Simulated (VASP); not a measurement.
Wanted: the native input for a VASP 6.6.1 run.

* Task: single point
* Functional: PBEsol
* Potentials or basis: VASP PAW PBE potentials, release 64 (Ge_d)
* Cutoff: 520 eV
* k mesh: 12 × 12 × 11
* Occupations: methfessel-paxton, width 0.05 eV
* Spin: no spin polarisation
* Dipole correction: no
* Further INCAR settings: ALGO = Normal; EDIFF = 1e-06; NBANDS = 13

The structure of Ge lies in POSCAR:

```
Ge
1.0
    1.3971490000     -2.6005160000      0.0000000000
    1.3971490000      2.6005160000      0.0000000000
    0.0000000000      0.0000000000      2.6982310000
Ge
1
Direct
    0.5000000000      0.5000000000      0.0000000000
```

The input as run:

INCAR

```
SYSTEM = Ge
ALGO = Normal
EDIFF = 1E-6
ENCUT = 520
GGA = PS
ISIF = 2
ISMEAR = 1
LASPH = .True.
LCHARG = .False.
LREAL = .False.
LWAVE = .False.
NBANDS = 13
NELM = 80
PREC = Accurate
SIGMA = 0.05
```

KPOINTS

```
k-points
0
Gamma
  12 12 11
  0 0 0
```

Potentials or basis: VASP PAW PBE potentials, release 64 (Ge_d).

Run with:

```console
$ cat potpaw_PBE.64/Ge_d/POTCAR > POTCAR
$ mpirun -np 1 vasp_std > vasp.out
```

Results of the run:

| Quantity | Value |
| --- | --- |
| Pressure | -4.4 GPa |
| Band gap on the k mesh | zero (bands 7 and 8 overlap by 9.84 eV) |

Caveat: the cell stands under tension; the PAW data sets were made with another functional, which shifts forces and pressure a little.

Wall time 46 s on 1 thread of Intel Xeon 8259CL, with other jobs on the host, peak memory 0.18 GiB.
